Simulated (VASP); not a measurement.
Set up this calculation in VASP 6.6.1, as the native input.

```
Task                   : single point
Functional             : PBE
Potentials or basis    : VASP PAW PBE potentials, release 64 (Te, Pb_d)
Cutoff                 : 500 eV
k mesh                 : 3 × 3 × 3
Occupations            : gaussian, width 0.1 eV
Spin                   : no spin polarisation
Dipole correction      : no
Further INCAR settings : ALGO = Normal; EDIFF = 1e-06; NBANDS = 17
```

The structure of TePb lies in POSCAR:

```
TePb
1.0
    0.0000000000      3.2708968051      3.2708968051
    3.2708968051      0.0000000000      3.2708968051
    3.2708968051      3.2708968051      0.0000000000
Te Pb
1 1
Direct
    0.0000000000      0.0000000000      0.0000000000
    0.5000000000      0.5000000000      0.5000000000
```

The input as run:

INCAR

```
  PREC = Accurate
  ENCUT = 500
  EDIFF = 1E-6
  ISMEAR = 0
  SIGMA = 0.1
  LREAL = F
  LASPH = T
  NELM = 120
  ALGO = Normal
  ISIF = 2
  LWAVE = F
  LCHARG = F
  GGA = PE
  NBANDS = 17
  GGA_COMPAT = F
```

KPOINTS

```
Automatic mesh
0
Gamma
  3 3 3
```

Potentials or basis: VASP PAW PBE potentials, release 64 (Te, Pb_d).

The run is started by

```console
$ cat potpaw_PBE.64/Te/POTCAR potpaw_PBE.64/Pb_d/POTCAR > POTCAR
$ mpirun -np 1 vasp_std > vasp.out
```

Results of the run:

- Pressure: 0.4 GPa

Caveat: the k points lie up to 0.55 Å⁻¹ apart.

It took 6.9 s on 1 thread of Intel(R) Xeon(R) 6975P-C (Granite Rapids), on a shared host, peak memory 0.19 GiB.
